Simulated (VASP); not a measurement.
# Si (Im-3m) in VASP: notebook

The runs below take Si through relaxation of cell and atoms, with revPBE+D3(BJ), PBE+D4.

All numbers are computed with VASP 6.6.1; they aren't measurements. Logs are shortened: lines on timing, memory, paths and dates and some standing lists are left out, and cuts for length are marked.

### Step 1. The cell of the first run

It takes space group Im-3m (No. 229, cubic). The conventional cell has a = 6.672 Å, b = 6.672 Å, c = 6.672 Å, α = 90.00°, β = 90.00°, γ = 90.00°. Within 3.1 Å of Si (site symmetry -4m2) lie 4 Si at 2.36 Å.

This isn't the form of Si at room conditions, which is diamond.

### Step 2. Relaxation of cell and atoms, revPBE+D3(BJ)

The input, INCAR:

```
PREC     = Accurate       # precision mode
ENCUT    = 500            # plane-wave cutoff, eV
EDIFF    = 1E-7           # SCF threshold, eV
ISMEAR   = -1             # smearing method
SIGMA    = 0.1            # smearing width, eV
LREAL    = False          # projectors in reciprocal space
LASPH    = True           # aspherical terms in the spheres
NELM     = 120            # most SCF steps
ALGO     = Normal         # electronic algorithm
ISIF     = 3              # what is computed and relaxed
LWAVE    = False          # write WAVECAR
LCHARG   = False          # write CHGCAR
GGA      = RE             # functional
IVDW     = 12             # dispersion correction
IBRION   = 2              # ionic algorithm
NSW      = 80             # ionic steps
EDIFFG   = -0.01          # ionic threshold
GGA_COMPAT= False        
NELMIN   = 4
```

The input, KPOINTS:

```
regular mesh
0
Gamma
  5 5 5
```

The input, POSCAR:

```
Si
1.0
   -3.3360830000      3.3360830000      3.3360830000
    3.3360830000     -3.3360830000      3.3360830000
    3.3360830000      3.3360830000     -3.3360830000
Si
6
Direct
    0.7500000000      0.2500000000      0.5000000000
    0.7500000000      0.5000000000      0.2500000000
    0.2500000000      0.7500000000      0.5000000000
    0.2500000000      0.5000000000      0.7500000000
    0.5000000000      0.7500000000      0.2500000000
    0.5000000000      0.2500000000      0.7500000000
```

Potentials or basis: VASP PAW PBE potentials, release 64 (Si).

The run is started by

```bash
$ cat potpaw_PBE.64/Si/POTCAR > POTCAR
$ mpirun -np 1 vasp_std > vasp.out
```

OUTCAR:

```text
PREC = Accurate
   ENCUT = 500
   EDIFF = 1E-7
   ISMEAR = -1
   LREAL = False
   LASPH = True
   NELM = 120
   ISIF = 3
   GGA = RE
   IVDW = 12
   IBRION = 2
   NSW = 80
   EDIFFG = -0.01
   NELMIN = 4
 IVDW          = 12

 ion  position               nearest neighbor table
   1  0.750  0.250  0.500-   2 2.36   4 2.36   6 2.36   5 2.36
   2  0.750  0.500  0.250-   1 2.36   3 2.36   5 2.36   6 2.36
   3  0.250  0.750  0.500-   4 2.36   5 2.36   6 2.36   2 2.36
   4  0.250  0.500  0.750-   3 2.36   5 2.36   6 2.36   1 2.36
   5  0.500  0.750  0.250-   1 2.36   2 2.36   3 2.36   4 2.36
   6  0.500  0.250  0.750-   1 2.36   2 2.36   4 2.36   3 2.36

  LATTYP: Found a body centered cubic cell.
 ALAT       =     6.6721660000

  Lattice vectors:

 A1 = (  -3.3360830000,   3.3360830000,   3.3360830000)
 A2 = (   3.3360830000,  -3.3360830000,   3.3360830000)
 A3 = (   3.3360830000,   3.3360830000,  -3.3360830000)

Analysis of symmetry for initial positions (statically):
=====================================================================
 Subroutine PRICEL returns:
 Original cell was already a primitive cell.

 Routine SETGRP: Setting up the symmetry group for a
 body centered cubic supercell.

 Subroutine GETGRP returns: Found 48 space group operations
 (whereof 48 operations were pure point group operations)
 out of a pool of 48 trial point group operations.

The static configuration has the point symmetry O_h .

Analysis of symmetry for dynamics (positions and initial velocities):
=====================================================================
 Subroutine PRICEL returns:
 Original cell was already a primitive cell.

 Routine SETGRP: Setting up the symmetry group for a
 body centered cubic supercell.

 Subroutine GETGRP returns: Found 48 space group operations
 (whereof 48 operations were pure point group operations)
 out of a pool of 48 trial point group operations.

The dynamic configuration has the point symmetry O_h .

 Subroutine INISYM returns: Found 48 space group operations
 (whereof 48 operations are pure point group operations),
 and found     1 'primitive' translations

----------------------------------------------------------------------------------------

                                     Primitive cell

  volume of cell :     148.5151

  direct lattice vectors                    reciprocal lattice vectors
    -3.336083000  3.336083000  3.336083000     0.000000000  0.149876367  0.149876367
     3.336083000 -3.336083000  3.336083000     0.149876367  0.000000000  0.149876367
     3.336083000  3.336083000 -3.336083000     0.149876367  0.149876367  0.000000000

  length of vectors
     5.778265254  5.778265254  5.778265254     0.211957191  0.211957191  0.211957191

  position of ions in fractional coordinates (direct lattice)
     0.750000000  0.250000000  0.500000000
     0.750000000  0.500000000  0.250000000
     0.250000000  0.750000000  0.500000000
     0.250000000  0.500000000  0.750000000
     0.500000000  0.750000000  0.250000000
     0.500000000  0.250000000  0.750000000

  ion indices of the primitive-cell ions
   primitive index   ion index
                 1           1
                 2           2
                 3           3
                 4           4
                 5           5
                 6           6

----------------------------------------------------------------------------------------

 KPOINTS: regular mesh

Automatic generation of k-mesh.
 Grid dimensions read from file:
 generate k-points for:    5    5    5

 Generating k-lattice:

  Cartesian coordinates                     Fractional coordinates (reciprocal lattice)
     0.000000000  0.029975273  0.029975273     0.200000000  0.000000000  0.000000000
     0.029975273  0.000000000  0.029975273     0.000000000  0.200000000  0.000000000
     0.029975273  0.029975273  0.000000000     0.000000000  0.000000000  0.200000000

  Length of vectors
     0.042391438  0.042391438  0.042391438

  Shift w.r.t. Gamma in fractional coordinates (k-lattice)
     0.000000000  0.000000000  0.000000000

 Subroutine IBZKPT returns following result:
 ===========================================

 Found     10 irreducible k-points:

 Following reciprocal coordinates:
            Coordinates               Weight
  0.000000  0.000000  0.000000      1.000000
  0.200000  0.000000  0.000000     12.000000
  0.400000  0.000000  0.000000     12.000000
  0.200000  0.200000  0.000000     24.000000
  0.400000  0.200000  0.000000     24.000000
  0.200000  0.200000  0.200000      8.000000
 -0.200000  0.200000  0.200000      6.000000
 -0.400000  0.400000  0.200000     24.000000
 -0.400000 -0.400000  0.200000      8.000000
 -0.400000  0.400000  0.400000      6.000000
   k-points           NKPTS =     10   k-points in BZ     NKDIM =     10   number of bands    NBANDS=     16
   number of dos      NEDOS =    301   number of ions     NIONS =      6
   total plane-waves  NPLWV =  74088
   dimension x,y,z NGX =    42 NGY =   42 NGZ =   42
   dimension x,y,z NGXF=    84 NGYF=   84 NGZF=   84
   ions per type =               6
   NGX,Y,Z   is equivalent  to a cutoff of  12.08, 12.08, 12.08 a.u.
   NGXF,Y,Z  is equivalent  to a cutoff of  24.17, 24.17, 24.17 a.u.
 SYSTEM =  unknown system
   PREC   = accura    normal or accurate (medium, high low for compatibility)
   ISTART =      0    job   : 0-new  1-cont  2-samecut
   ICHARG =      2    charge: 1-file 2-atom 10-const
   ISPIN  =      1    spin polarized calculation?
   LNONCOLLINEAR =      F non collinear calculations
   LSORBIT =      F    spin-orbit coupling
   LASPH  =      T    aspherical Exc in radial PAW
   ENCUT  =  500.0 eV  36.75 Ry    6.06 a.u.  10.54 10.54 10.54*2*pi/ulx,y,z
   NELM   =    120;   NELMIN=  4; NELMDL= -5     # of ELM steps
   EDIFF  = 0.1E-06   stopping-criterion for ELM
   LREAL  =      F    real-space projection
   EDIFFG = -.1E-01   stopping-criterion for IOM
   NSW    =     80    number of steps for IOM
   IBRION =      2    ionic relax: 0-MD 1-quasi-New 2-CG
   NFREE  =      1    steps in history (QN), initial steepest desc. (CG)
   ISIF   =      3    stress and relaxation
   ISYM   =      2    0-nonsym 1-usesym 2-fastsym
   POTIM  = 0.5000    time-step for ionic-motion
   TEBEG  =    0.0;   TEEND  =   0.0 temperature during run
   PSTRESS=    0.0 pullay stress
   NELECT =      24.0000    total number of electrons
   NUPDOWN=      -1.0000    fix difference up-down
   EMIN   =  10.00;   EMAX   =-10.00  energy-range for DOS
   EFERMI =   0.00;   METHOD = LEGACY
   ISMEAR =    -1;   SIGMA  =   0.10  broadening in eV -4-tet -1-fermi 0-gaus
   EFERMI_NEDOS =   21; number of points for ismear=-14 and -15
   IALGO  =     38    algorithm
   IMIX   =      4    mixing-type and parameters
     AMIX     =   0.40;   BMIX     =  1.00
     AMIX_MAG =   1.60;   BMIX_MAG =  1.00
  volume/ion in A,a.u.               =      24.75       167.04
  Fermi-wavevector in a.u.,A,eV,Ry     =   0.891706  1.685080 10.818533  0.795140
  Thomas-Fermi vector in A             =   2.013561
   LORBIT       =      0    0 simple, 1 ext, 2 COOP (PROOUT), +10 PAW based schemes
   GGA     = RE    functional components
   LHFCALC =     F    Hartree Fock is set to
   AEXX    =    0.0000 exact exchange contribution
   IVDW    =    12    specifies the selected vdW correction
   LEPSILON=     F    determine dielectric tensor
   LRPA    =     F    only Hartree local field effects (RPA)
 conjugate gradient relaxation of ions
 non-spin polarized calculation
  energy-cutoff  :      500.00
  volume of cell :      148.52
 maximum number of plane-waves:      3796
 NGX is ok and might be reduce to    42
   NGX = 21   NGY = 21   NGZ = 21

--------------------------------------- Ionic step        1  -------------------------------------------

 number of electron      24.0000003 magnetization

 Free energy of the ion-electron system (eV)
  ---------------------------------------------------
  ext. energy  EPLUGINS =         0.00000000
  ---------------------------------------------------
  free energy    TOTEN  =       -30.04850664 eV

  energy without entropy =      -30.03177239  energy(sigma->0) =      -30.04013951

------------------------ aborting loop because EDIFF is reached ----------------------------------------

 Edisp (eV)   -2.79485

 E8    (eV) :    -1.8955

  FORCE on cell =-STRESS in cart. coord.  units (eV):
  Direction    XX          YY          ZZ          XY          YZ          ZX
  --------------------------------------------------------------------------------------
  -------------------------------------------------------------------------------------
  Total      -0.27108    -0.27108    -0.27108     0.00000     0.00000    -0.00000
  in kB      -2.92439    -2.92439    -2.92439     0.00000     0.00000    -0.00000
  external pressure =       -2.92 kB  Pullay stress =        0.00 kB

 VOLUME and BASIS-vectors are now :
 -----------------------------------------------------------------------------
  energy-cutoff  :      500.00
  volume of cell :      148.52
      direct lattice vectors                 reciprocal lattice vectors
    -3.336083000  3.336083000  3.336083000     0.000000000  0.149876367  0.149876367
     3.336083000 -3.336083000  3.336083000     0.149876367  0.000000000  0.149876367
     3.336083000  3.336083000 -3.336083000     0.149876367  0.149876367  0.000000000
[... 45 lines left out ...]
 POSITION                                       TOTAL-FORCE (eV/Angst)
 -----------------------------------------------------------------------------------
     -0.00000      3.32881      1.66441         0.000000     -0.000000     -0.000000
     -0.00000      1.66441      3.32881         0.000000     -0.000000      0.000000
      3.32881     -0.00000      1.66441        -0.000000      0.000000     -0.000000
      3.32881      1.66441      0.00000        -0.000000     -0.000000     -0.000000
      1.66441     -0.00000      3.32881        -0.000000     -0.000000      0.000000
      1.66441      3.32881      0.00000        -0.000000      0.000000     -0.000000
 -----------------------------------------------------------------------------------
    total drift:                                0.000000      0.000000     -0.000000

  FREE ENERGIE OF THE ION-ELECTRON SYSTEM (eV)
  ---------------------------------------------------
  free  energy   TOTEN  =       -32.8438420910 eV

  energy  without entropy=      -32.8266718571  energy(sigma->0) =      -32.83525697

--------------------------------------- Ionic step        3  -------------------------------------------

 number of electron      24.0000003 magnetization

 Free energy of the ion-electron system (eV)
  ---------------------------------------------------
  ext. energy  EPLUGINS =         0.00000000
  ---------------------------------------------------
  free energy    TOTEN  =       -30.03657463 eV

  energy without entropy =      -30.01954534  energy(sigma->0) =      -30.02805998

 E-fermi :   4.2053     XC(G=0):  -8.0177

 val. band max:        4.0078064363   @ k =  -0.4000   0.4000   0.4000
 cond. band min:       4.3856335539   @ k =  -0.4000   0.4000   0.4000
 fundamental gap:      0.3778271177
 Fermi energy:         4.2053216269

 k-point     1 :       0.0000    0.0000    0.0000
  band No.  band energies     occupation
      1      -7.6905      2.00000
      2      -3.1445      2.00000
      3      -3.1445      2.00000
      4      -2.9961      2.00000
      5      -2.9961      2.00000
      6      -2.9961      2.00000
[... 8 lines left out ...]
     15       6.1838      0.00000
     16       6.7261      0.00000
[... 195 lines left out ...]
 POSITION                                       TOTAL-FORCE (eV/Angst)
 -----------------------------------------------------------------------------------
      0.00000      3.33110      1.66555         0.000000     -0.000000      0.000000
      0.00000      1.66555      3.33110         0.000000     -0.000000     -0.000000
      3.33110      0.00000      1.66555        -0.000000      0.000000     -0.000000
      3.33110      1.66555      0.00000        -0.000000     -0.000000      0.000000
      1.66555      0.00000      3.33110         0.000000      0.000000      0.000000
      1.66555      3.33110      0.00000         0.000000     -0.000000     -0.000000
 -----------------------------------------------------------------------------------
    total drift:                                0.000000      0.000000      0.000000

  FREE ENERGIE OF THE ION-ELECTRON SYSTEM (eV)
  ---------------------------------------------------
  free  energy   TOTEN  =       -32.8439788141 eV

  energy  without entropy=      -32.8269495275  energy(sigma->0) =      -32.83546417

 reached required accuracy - stopping structural energy minimisation
```

Wall time 40 s (1 thread of Intel Xeon Platinum 8488C (Sapphire Rapids), shared host); peak memory 0.25 GiB.

Results:

```
Free energy                           : -32.8440 eV
Relaxed volume                        : 24.64 Å³/atom
Relaxed cell                          : a = 5.770 Å, b = 5.770 Å, c = 5.770 Å, α = 109.47°, β = 109.47°, γ = 109.47°
Space group after relaxing (to 0.1 Å) : Im-3m (No. 229)
Energy gained by relaxing             : 0.1 meV/atom
Ionic steps                           : 3
Pressure after relaxing               : 0.0 GPa
Band gap on the k mesh                : 0.38 eV
Dispersion energy per atom            : -0.468 eV
```

Step by step:
```csv
step,energy change (eV),largest force (eV/Å),pressure (GPa),volume (Å³)
1,0.0000,0.0000,-0.29,148.52
2,-0.0005,0.0000,0.15,147.55
3,-0.0006,0.0000,0.01,147.85
```

Final structure:
```
Si
1.0
    -3.33110    3.33110    3.33110
     3.33110   -3.33110    3.33110
     3.33110    3.33110   -3.33110
Si
6
Direct
  0.75000 0.25000 0.50000
  0.75000 0.50000 0.25000
  0.25000 0.75000 0.50000
  0.25000 0.50000 0.75000
  0.50000 0.75000 0.25000
  0.50000 0.25000 0.75000
```

Levels at points of the mesh, in eV from the valence-band top:
```
           k point  band 9  band 10  band 11  band 12  band 13  band 14  band 15  band 16
(0.00, 0.00, 0.00)   -2.77    -1.98    -1.98    -1.98     2.18     2.18     2.18     2.72
```

Caveat: the PAW data sets were made with another functional, which shifts forces and pressure a little; an odd mesh through Γ misses points on the zone boundary, where band edges can lie.

### Step 3. Relaxation of cell and atoms, PBE+D4

The input, INCAR:

```
PREC = Accurate
ENCUT = 500
EDIFF = 1E-7
ISMEAR = -1
SIGMA = 0.1
LREAL = False
LASPH = True
NELM = 120
ALGO = Normal
ISIF = 3
LWAVE = False
LCHARG = False
GGA = PE
IVDW = 13
IBRION = 2
NSW = 80
EDIFFG = -0.01
GGA_COMPAT = False
NELMIN = 4
```

The input, KPOINTS:

```
Automatic mesh
0
Gamma
  5 5 5
```

POSCAR is that of step 2.

Potentials or basis: VASP PAW PBE potentials, release 64 (Si).

The run is started by

```bash
$ cat potpaw_PBE.64/Si/POTCAR > POTCAR
$ mpirun -np 1 vasp_std > vasp.out
```

Run time: 39 s. Hardware: 1 thread of Intel Xeon Platinum 8488C (Sapphire Rapids), shared host; peak memory 0.24 GiB.

The run converged. Its results:

```
Free energy                           : -32.7311 eV
Relaxed volume                        : 24.83 Å³/atom
Relaxed cell                          : a = 5.784 Å, b = 5.784 Å, c = 5.784 Å, α = 109.47°, β = 109.47°, γ = 109.47°
Space group after relaxing (to 0.1 Å) : Im-3m (No. 229)
Energy gained by relaxing             : 0.0 meV/atom
Ionic steps                           : 3
Pressure after relaxing               : 0.0 GPa
Band gap on the k mesh                : 0.34 eV
Dispersion energy per atom            : -0.255 eV
```

The path:
| step | energy change (eV) | largest force (eV/Å) | pressure (GPa) | volume (Å³) |
| --- | --- | --- | --- | --- |
| 1 | 0.0000 | 0.0000 | 0.22 | 148.52 |
| 2 | -0.0002 | 0.0000 | -0.12 | 149.25 |
| 3 | -0.0003 | 0.0000 | 0.01 | 148.96 |

Final structure:
```
CELL_PARAMETERS angstrom
-3.33940 3.33940 3.33940
3.33940 -3.33940 3.33940
3.33940 3.33940 -3.33940
ATOMIC_POSITIONS crystal
Si 0.75000 0.25000 0.50000
Si 0.75000 0.50000 0.25000
Si 0.25000 0.75000 0.50000
Si 0.25000 0.50000 0.75000
Si 0.50000 0.75000 0.25000
Si 0.50000 0.25000 0.75000
```

Levels at points of the mesh, in eV from the valence-band top:
```tsv
k point	band 8	band 9	band 10	band 11	band 12	band 13	band 14	band 15	band 16
(0.00, 0.00, 0.00)	-2.75	-2.75	-1.97	-1.97	-1.97	2.15	2.15	2.15	2.65
```

Caveat: an odd mesh through Γ misses points on the zone boundary, where band edges can lie.
